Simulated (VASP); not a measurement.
Wanted: the native input for a VASP 6.6.1 run.

- Task: single point
- Functional: PBEsol
- Potentials or basis: VASP PAW PBE potentials, release 64 (As)
- Cutoff: 520 eV
- k mesh: 10 × 10 × 10
- Occupations: fermi-dirac, width 0.1 eV
- Spin: no spin polarisation
- Dipole correction: no
- Further INCAR settings: ALGO = Normal; EDIFF = 1e-06; NBANDS = 12

The structure of As lies in POSCAR:

```
As
1.0
    0.0000000000      3.0070286961      3.0070286961
    3.0070286961      0.0000000000      3.0070286961
    3.0070286961      3.0070286961      0.0000000000
As
2
Direct
    0.1250000000      0.1250000000      0.1250000000
    0.8750000000      0.8750000000      0.8750000000
```

One way to write it, as run:

INCAR

```
ALGO     = Normal         # electronic algorithm
EDIFF    = 1E-6           # SCF threshold, eV
ENCUT    = 520            # plane-wave cutoff, eV
GGA      = PS             # functional
ISIF     = 2              # what is computed and relaxed
ISMEAR   = -1             # smearing method
LASPH    = True           # aspherical terms in the spheres
LCHARG   = True           # write CHGCAR
LELF     = True           # ELF
LREAL    = False          # projectors in reciprocal space
LVHAR    = True         
LWAVE    = False          # write WAVECAR
NBANDS   = 12             # bands
NELM     = 80             # most SCF steps
PREC     = Accurate       # precision mode
SIGMA    = 0.1            # smearing width, eV
```

KPOINTS

```
k-points
0
Gamma
  10 10 10
```

Potentials or basis: VASP PAW PBE potentials, release 64 (As).

Run with:

```bash
$ cat potpaw_PBE.64/As/POTCAR > POTCAR
$ mpirun -np 1 vasp_std > vasp.out
```

Results of the run:

| Item | Value |
| --- | --- |
| Pressure | 0.1 GPa |
| Band gap on the k mesh | zero (band 5 reaches 4.04 eV, above the bottom of band 6 at 2.47 eV) |

Caveat: the PAW data sets were made with another functional, which shifts forces and pressure a little.

Run time: 36 s on 1 thread of AMD EPYC 7571, on a shared host, peak memory 0.15 GiB.
